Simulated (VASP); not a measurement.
The system is SrMg3.

```
CELL_PARAMETERS angstrom
3.56868 0.00000 0.00000
-1.78434 3.09057 0.00000
0.00000 0.00000 10.94239
ATOMIC_POSITIONS crystal
Sr 0.66667 0.33333 0.50000
Mg 0.66667 0.33333 0.00000
Mg 0.00000 0.00000 0.22818
Mg 0.00000 0.00000 0.77182
```

| Item | Value |
| --- | --- |
| Program | VASP 6.6.1 |
| Task | relaxation of cell and atoms |
| Functional | PBEsol |
| Potentials or basis | VASP PAW PBE potentials, release 64 (Sr_sv, Mg) |
| Cutoff | 600 eV |
| k mesh | 7 × 7 × 2 |
| Occupations | fermi-dirac, width 0.1 eV |
| Spin | no spin polarisation |

At the start: pressure -0.8 GPa; volume 30.17 Å³/atom.

Question: How do energy, volume and symmetry change on relaxing?

Answer: Over 9 steps the energy falls by 4.9 meV/atom and the volume is 28.76 Å³/atom (-4.7 %); space group P-6m2 (No. 187, to 0.05 Å).

Step by step:
```tsv
step	energy change (eV)	largest force (eV/Å)	pressure (GPa)	volume (Å³)
1	0.0000	0.0252	-0.78	120.69
2	-0.0101	0.0172	-0.38	118.12
3	-0.0136	0.0082	0.06	115.61
4	-0.0163	0.0070	0.05	115.31
5	-0.0190	0.0475	0.03	114.38
6	-0.0192	0.0392	0.03	114.59
7	-0.0192	0.0403	0.03	114.57
8	-0.0195	0.0319	-0.01	114.72
9	-0.0197	0.0151	-0.08	115.03
```

Final structure:
```xyz
4
Lattice="3.4676 0.0000 0.0000 -1.7338 3.0031 0.0000 0.0000 0.0000 11.0462" Properties=species:S:1:pos:R:3 pbc="T T T"
Sr    1.7338    1.0010    5.5231
Mg    1.7338    1.0010    0.0000
Mg    0.0000    0.0000    2.5259
Mg    0.0000    0.0000    8.5203
```

Caveat: the PAW data sets were made with another functional, which shifts forces and pressure a little.
